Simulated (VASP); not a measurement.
# B3Ir (P4/mmm) in VASP: further runs

The runs below take B3Ir through single point, with PBE.

All numbers are computed with VASP 6.6.1; they aren't measurements. Logs are shortened: lines on timing, memory, paths and dates and some standing lists are left out, and cuts for length are marked.

## Step 1: The cell of the first run

Symmetry: P4/mmm, No. 123, tetragonal system. The conventional cell has a = 3.249 Å, b = 3.249 Å, c = 3.221 Å, α = 90.00°, β = 90.00°, γ = 90.00°. B (site symmetry mmm) has 8 B at 2.29 to 2.30 Å and 4 Ir at 2.29 Å within 3.0 Å. Within 3.0 Å of B (site symmetry 4/mmm) lie 8 B at 2.29 Å and 4 Ir at 2.30 Å. Within 3.0 Å of Ir (site symmetry 4/mmm) lie 12 B at 2.29 to 2.30 Å.

## Step 2: Single point, PBE

INCAR

```
PREC = Accurate
ENCUT = 520
EDIFF = 1E-7
ISMEAR = 0
SIGMA = 0.1
LREAL = False
LASPH = True
NELM = 80
ALGO = Normal
ISIF = 2
LWAVE = False
LCHARG = False
GGA = PE
NBANDS = 17
```

KPOINTS

```
Automatic mesh
0
Gamma
  6 6 6
```

POSCAR

```
B3Ir
1.0
    3.2485481492      0.0000000000      0.0000000000
    0.0000000000      3.2485481492      0.0000000000
    0.0000000000      0.0000000000      3.2208228639
B Ir
3 1
Direct
    0.0000000000      0.5000000000      0.5000000000
    0.5000000000      0.0000000000      0.5000000000
    0.5000000000      0.5000000000      0.0000000000
    0.0000000000      0.0000000000      0.0000000000
```

Potentials or basis: VASP PAW PBE potentials, release 64 (B, Ir).

Command:

```sh
cat potpaw_PBE.64/B/POTCAR potpaw_PBE.64/Ir/POTCAR > POTCAR
mpirun -np 1 vasp_std > vasp.out
```

OUTCAR:

```text
PREC = Accurate
   ENCUT = 520
   EDIFF = 1E-7
   ISMEAR = 0
   LREAL = False
   LASPH = True
   NELM = 80
   ISIF = 2
   GGA = PE

 ion  position               nearest neighbor table
   1  0.000  0.500  0.500-   4 2.29   4 2.29   4 2.29   4 2.29
   2  0.500  0.000  0.500-   4 2.29   4 2.29   4 2.29   4 2.29
   3  0.500  0.500  0.000-   4 2.30   4 2.30   4 2.30   4 2.30
   4  0.000  0.000  0.000-   1 2.29   2 2.29   1 2.29   2 2.29   1 2.29   1 2.29   2 2.29   2 2.29
                             3 2.30   3 2.30   3 2.30   3 2.30

  LATTYP: Found a simple tetragonal cell.
 ALAT       =     3.2485481492
 C/A-ratio  =     0.9914653303

  Lattice vectors:

 A1 = (   3.2485481492,   0.0000000000,   0.0000000000)
 A2 = (   0.0000000000,   3.2485481492,   0.0000000000)
 A3 = (   0.0000000000,   0.0000000000,   3.2208228639)

Analysis of symmetry for initial positions (statically):
=====================================================================
 Subroutine PRICEL returns:
 Original cell was already a primitive cell.

 Routine SETGRP: Setting up the symmetry group for a
 simple tetragonal supercell.

 Subroutine GETGRP returns: Found 16 space group operations
 (whereof 16 operations were pure point group operations)
 out of a pool of 16 trial point group operations.

The static configuration has the point symmetry D_4h.

Analysis of symmetry for dynamics (positions and initial velocities):
=====================================================================
 Subroutine PRICEL returns:
 Original cell was already a primitive cell.

 Routine SETGRP: Setting up the symmetry group for a
 simple tetragonal supercell.

 Subroutine GETGRP returns: Found 16 space group operations
 (whereof 16 operations were pure point group operations)
 out of a pool of 16 trial point group operations.

The dynamic configuration has the point symmetry D_4h.

 Subroutine INISYM returns: Found 16 space group operations
 (whereof 16 operations are pure point group operations),
 and found     1 'primitive' translations

----------------------------------------------------------------------------------------

                                     Primitive cell

  volume of cell :      33.9896

  direct lattice vectors                    reciprocal lattice vectors
     3.248548149  0.000000000  0.000000000     0.307829822  0.000000000  0.000000000
     0.000000000  3.248548149  0.000000000     0.000000000  0.307829822  0.000000000
     0.000000000  0.000000000  3.220822864     0.000000000  0.000000000  0.310479664

  length of vectors
     3.248548149  3.248548149  3.220822864     0.307829822  0.307829822  0.310479664

  position of ions in fractional coordinates (direct lattice)
     0.000000000  0.500000000  0.500000000
     0.500000000  0.000000000  0.500000000
     0.500000000  0.500000000  0.000000000
     0.000000000  0.000000000  0.000000000

  ion indices of the primitive-cell ions
   primitive index   ion index
                 1           1
                 2           2
                 3           3
                 4           4

----------------------------------------------------------------------------------------

 KPOINTS: Automatic mesh

Automatic generation of k-mesh.
 Grid dimensions read from file:
 generate k-points for:    6    6    6

 Generating k-lattice:

  Cartesian coordinates                     Fractional coordinates (reciprocal lattice)
     0.051304970  0.000000000  0.000000000     0.166666667  0.000000000  0.000000000
     0.000000000  0.051304970  0.000000000     0.000000000  0.166666667  0.000000000
     0.000000000  0.000000000  0.051746611     0.000000000  0.000000000  0.166666667

  Length of vectors
     0.051304970  0.051304970  0.051746611

  Shift w.r.t. Gamma in fractional coordinates (k-lattice)
     0.000000000  0.000000000  0.000000000

 Subroutine IBZKPT returns following result:
 ===========================================

 Found     40 irreducible k-points:

 Following reciprocal coordinates:
            Coordinates               Weight
  0.000000  0.000000  0.000000      1.000000
  0.166667  0.000000  0.000000      4.000000
  0.333333  0.000000  0.000000      4.000000
  0.500000  0.000000  0.000000      2.000000
  0.166667  0.166667  0.000000      4.000000
  0.333333  0.166667  0.000000      8.000000
[... 16 lines left out ...]
  0.333333  0.000000  0.333333      8.000000
  0.500000  0.000000  0.333333      4.000000
 [... further k-points ...]
   k-points           NKPTS =     40   k-points in BZ     NKDIM =     40   number of bands    NBANDS=     17
   number of dos      NEDOS =    301   number of ions     NIONS =      4
   total plane-waves  NPLWV =  13824
   dimension x,y,z NGX =    24 NGY =   24 NGZ =   24
   dimension x,y,z NGXF=    48 NGYF=   48 NGZF=   48
   ions per type =               3   1
   NGX,Y,Z   is equivalent  to a cutoff of  12.28, 12.28, 12.39 a.u.
   NGXF,Y,Z  is equivalent  to a cutoff of  24.56, 24.56, 24.78 a.u.
 SYSTEM =  unknown system
   PREC   = accura    normal or accurate (medium, high low for compatibility)
   ISTART =      0    job   : 0-new  1-cont  2-samecut
   ICHARG =      2    charge: 1-file 2-atom 10-const
   ISPIN  =      1    spin polarized calculation?
   LNONCOLLINEAR =      F non collinear calculations
   LSORBIT =      F    spin-orbit coupling
   LASPH  =      T    aspherical Exc in radial PAW
   ENCUT  =  520.0 eV  38.22 Ry    6.18 a.u.   6.04  6.04  5.99*2*pi/ulx,y,z
   NELM   =     80;   NELMIN=  2; NELMDL= -5     # of ELM steps
   EDIFF  = 0.1E-06   stopping-criterion for ELM
   LREAL  =      F    real-space projection
   EDIFFG = 0.1E-05   stopping-criterion for IOM
   NSW    =      0    number of steps for IOM
   IBRION =     -1    ionic relax: 0-MD 1-quasi-New 2-CG
   NFREE  =      0    steps in history (QN), initial steepest desc. (CG)
   ISIF   =      2    stress and relaxation
   ISYM   =      2    0-nonsym 1-usesym 2-fastsym
   POTIM  = 0.5000    time-step for ionic-motion
   TEBEG  =    0.0;   TEEND  =   0.0 temperature during run
   PSTRESS=    0.0 pullay stress
   NELECT =      18.0000    total number of electrons
   NUPDOWN=      -1.0000    fix difference up-down
   EMIN   =  10.00;   EMAX   =-10.00  energy-range for DOS
   EFERMI =   0.00;   METHOD = LEGACY
   ISMEAR =     0;   SIGMA  =   0.10  broadening in eV -4-tet -1-fermi 0-gaus
   EFERMI_NEDOS =   21; number of points for ismear=-14 and -15
   IALGO  =     38    algorithm
   IMIX   =      4    mixing-type and parameters
     AMIX     =   0.40;   BMIX     =  1.00
     AMIX_MAG =   1.60;   BMIX_MAG =  1.00
  volume/ion in A,a.u.               =       8.50        57.34
  Fermi-wavevector in a.u.,A,eV,Ry     =   1.324496  2.502934 23.868545  1.754289
  Thomas-Fermi vector in A             =   2.454026
   LORBIT       =      0    0 simple, 1 ext, 2 COOP (PROOUT), +10 PAW based schemes
   GGA     = PE    functional components
   LHFCALC =     F    Hartree Fock is set to
   AEXX    =    0.0000 exact exchange contribution
   IVDW    =     0    specifies the selected vdW correction
   LEPSILON=     F    determine dielectric tensor
   LRPA    =     F    only Hartree local field effects (RPA)
 non-spin polarized calculation
 Gauss-broadening in eV      SIGMA  =   0.10
  energy-cutoff  :      520.00
  volume of cell :       33.99
 maximum number of plane-waves:       929
   NGX = 13   NGY = 13   NGZ = 11

 number of electron      17.9999998 magnetization

 Free energy of the ion-electron system (eV)
  ---------------------------------------------------
  ext. energy  EPLUGINS =         0.00000000
  ---------------------------------------------------
  free energy    TOTEN  =       -24.82845262 eV

  energy without entropy =      -24.82077092  energy(sigma->0) =      -24.82461177

 E-fermi :  10.3196     XC(G=0): -13.1203

 val. band max:       10.2835037308   @ k =   0.3333   0.0000   0.1667
 cond. band min:      10.3205031829   @ k =   0.3333   0.1667   0.0000
 fundamental gap:      0.0369994521
 Fermi energy:        10.3196058070

 k-point     1 :       0.0000    0.0000    0.0000
  band No.  band energies     occupation
      1      -5.7726      2.00000
      2       2.3164      2.00000
      3       2.3875      2.00000
      4       5.2569      2.00000
      5       5.2569      2.00000
      6       5.4009      2.00000
[... 9 lines left out ...]
     16      17.7422      0.00000
     17      17.7442      0.00000

 k-point     2 :       0.1667    0.0000    0.0000
  band No.  band energies     occupation
      1      -5.3785      2.00000
      2       1.5626      2.00000
      3       2.4633      2.00000
      4       4.3612      2.00000
      5       4.4574      2.00000
      6       5.3878      2.00000
[... 9 lines left out ...]
     16      17.0389      0.00000
     17      17.0601      0.00000

 k-point     3 :       0.3333    0.0000    0.0000
  band No.  band energies     occupation
      1      -4.2516      2.00000
      2      -0.4031      2.00000
      3       2.6677      2.00000
      4       3.3869      2.00000
      5       3.4623      2.00000
      6       6.4874      2.00000
[... 9 lines left out ...]
     16      17.2649      0.00000
     17      17.2768      0.00000

 k-point     4 :       0.5000    0.0000    0.0000
  band No.  band energies     occupation
      1      -2.6855      2.00000
      2      -2.3470      2.00000
      3       2.7810      2.00000
      4       3.0250      2.00000
      5       3.0947      2.00000
      6       6.8346      2.00000
[... 9 lines left out ...]
     16      18.3110      0.00000
     17      18.3360      0.00000
[... 343 lines left out ...]
      1      -3.8678      2.00000
      2      -0.1425      2.00000
      3       2.1004      2.00000
      4       3.1590      2.00000
      5       3.5202      2.00000
      6       5.5476      2.00000
[... 9 lines left out ...]
     16      16.9750      0.00000
     17      17.5725      0.00000

 k-point    23 :       0.3333    0.0000    0.3333
  band No.  band energies     occupation
      1      -2.9031      2.00000
      2      -0.1186      2.00000
      3       1.2348      2.00000
      4       2.8203      2.00000
      5       3.8000      2.00000
      6       4.4449      2.00000
[... 9 lines left out ...]
     16      16.7809      0.00000
     17      18.5563      0.00000

 k-point    24 :       0.5000    0.0000    0.3333
  band No.  band energies     occupation
      1      -1.9053      2.00000
      2      -1.0102      2.00000
      3       1.5693      2.00000
      4       2.2329      2.00000
      5       3.6974      2.00000
      6       4.3460      2.00000
[... 9 lines left out ...]
     16      17.2460      0.00000
     17      18.8777      0.00000

 [... further k-points ...]
[... 5 lines left out ...]
  --------------------------------------------------------------------------------------
  -------------------------------------------------------------------------------------
  Total        0.1716317      0.1716317      0.1609748      0.0000000      0.0000000      0.0000000
  in kB        8.0902627      8.0902627      7.5879226      0.0000000      0.0000000      0.0000000
  external PRESSURE =       7.9228160 kB  Pullay stress =       0.0000000 kB

 VOLUME and BASIS-vectors are now :
 -----------------------------------------------------------------------------
  energy-cutoff  :      520.00
  volume of cell :       33.99
      direct lattice vectors                 reciprocal lattice vectors
     3.248548149  0.000000000  0.000000000     0.307829822  0.000000000  0.000000000
     0.000000000  3.248548149  0.000000000     0.000000000  0.307829822  0.000000000
     0.000000000  0.000000000  3.220822864     0.000000000  0.000000000  0.310479664

 POSITION                                       TOTAL-FORCE (eV/Angst)
 -----------------------------------------------------------------------------------
      0.00000      1.62427      1.61041         0.000000      0.000000      0.000000
      1.62427      0.00000      1.61041         0.000000      0.000000      0.000000
      1.62427      1.62427      0.00000         0.000000      0.000000      0.000000
      0.00000      0.00000      0.00000         0.000000      0.000000      0.000000
 -----------------------------------------------------------------------------------
    total drift:                                0.000000      0.000000     -0.000000

  FREE ENERGIE OF THE ION-ELECTRON SYSTEM (eV)
  ---------------------------------------------------
  free  energy   TOTEN  =       -24.8284526231 eV

  energy  without entropy=      -24.8207709240  energy(sigma->0) =      -24.82461177
```

It took 17 s on 1 thread of AMD EPYC 7R43 (Zen 3), shared host; peak memory 0.12 GiB.

What came out:

```
Free energy            : -24.8285 eV
Pressure               : 0.8 GPa
Band gap on the k mesh : zero (band 9 reaches 10.32 eV, above the bottom of band 10 at 9.64 eV)
```

Levels at points of the mesh, in eV from the Fermi level:
```csv
k point,band 6,band 7,band 8,band 9,band 10,band 11,band 12,band 13
"(0.00, 0.00, 0.00)",-4.92,-3.70,-3.67,-3.67,2.51,2.51,2.53,3.25
"(0.50, 0.00, 0.00)",-3.49,-2.82,-0.79,-0.67,-0.60,1.78,2.18,2.20
"(0.50, 0.50, 0.00)",-6.32,-2.71,-1.90,-1.66,0.12,2.69,2.69,4.64
"(0.00, 0.00, 0.50)",-3.49,-2.66,-0.76,-0.76,-0.68,1.75,2.19,2.19
"(0.50, 0.00, 0.50)",-6.34,-2.62,-1.80,-1.78,0.02,2.54,2.56,4.66
"(0.50, 0.50, 0.50)",-6.44,-6.40,-2.27,-2.20,0.73,2.48,2.58,2.58
```

Caveat: spin-orbit coupling is left out, which moves the levels of the heavy elements.

## Step 3: Single point, PBE

This run uses another cell than the first one, of 8.79 Å³/atom, 1.034 times its volume.

INCAR

```
SYSTEM = B3Ir
ALGO = Normal
EDIFF = 1E-6
ENCUT = 520
GGA = PE
ISIF = 2
ISMEAR = 0
LASPH = .TRUE.
LCHARG = .FALSE.
LREAL = .FALSE.
LWAVE = .FALSE.
NBANDS = 17
NELM = 80
PREC = Accurate
SIGMA = 0.1
```

KPOINTS

```
k-points
0
G
  6 6 6
  0 0 0
```

POSCAR

```
B3Ir
1.0
    3.2870201400      0.0000000000      0.0000000000
    0.0000000000      3.2870201400      0.0000000000
    0.0000000000      0.0000000000      3.2532340700
B Ir
3 1
Direct
    0.0000000000      0.5000000000      0.5000000000
    0.5000000000      0.0000000000      0.5000000000
    0.5000000000      0.5000000000      0.0000000000
    0.0000000000      0.0000000000      0.0000000000
```

Potentials or basis: VASP PAW PBE potentials, release 64 (B, Ir).

Command:

```sh
cat potpaw_PBE.64/B/POTCAR potpaw_PBE.64/Ir/POTCAR > POTCAR
mpirun -np 1 vasp_std > vasp.out
```

Run time: 14 s. Hardware: 1 thread of AMD EPYC 7R43 (Zen 3), shared host; peak memory 0.12 GiB.

The run converged. Its results:

```
Free energy            : -24.8005 eV
Pressure               : -8.4 GPa
Band gap on the k mesh : zero (band 9 reaches 9.86 eV, above the bottom of band 10 at 9.17 eV)
```

Stress tensor (GPa, compression positive):
```
-8.60  0.00  0.00
 0.00 -8.60  0.00
 0.00  0.00 -8.11
```

Levels at points of the mesh, in eV from the Fermi level:
| k point | band 5 | band 6 | band 7 | band 8 | band 9 | band 10 | band 11 | band 12 | band 13 | band 14 |
| --- | --- | --- | --- | --- | --- | --- | --- | --- | --- | --- |
| (0.00, 0.00, 0.00) | -4.89 | -4.72 | -3.58 | -3.55 | -3.55 | 2.52 | 2.52 | 2.54 | 3.17 | 3.61 |
| (0.50, 0.00, 0.00) | -6.94 | -3.38 | -2.75 | -0.73 | -0.70 | -0.59 | 1.81 | 2.11 | 2.13 | 4.91 |
| (0.50, 0.50, 0.00) | -6.08 | -6.08 | -2.65 | -1.89 | -1.58 | 0.21 | 2.65 | 2.65 | 4.36 | 6.02 |
| (0.00, 0.00, 0.50) | -7.07 | -3.38 | -2.57 | -0.80 | -0.68 | -0.68 | 1.77 | 2.13 | 2.13 | 4.76 |
| (0.50, 0.00, 0.50) | -6.19 | -6.09 | -2.55 | -1.78 | -1.72 | 0.10 | 2.47 | 2.49 | 4.37 | 5.92 |
| (0.50, 0.50, 0.50) | -6.24 | -6.24 | -6.20 | -2.23 | -2.15 | 0.63 | 2.26 | 2.37 | 2.37 | 7.31 |

Caveat: spin-orbit coupling is left out, which moves the levels of the heavy elements.
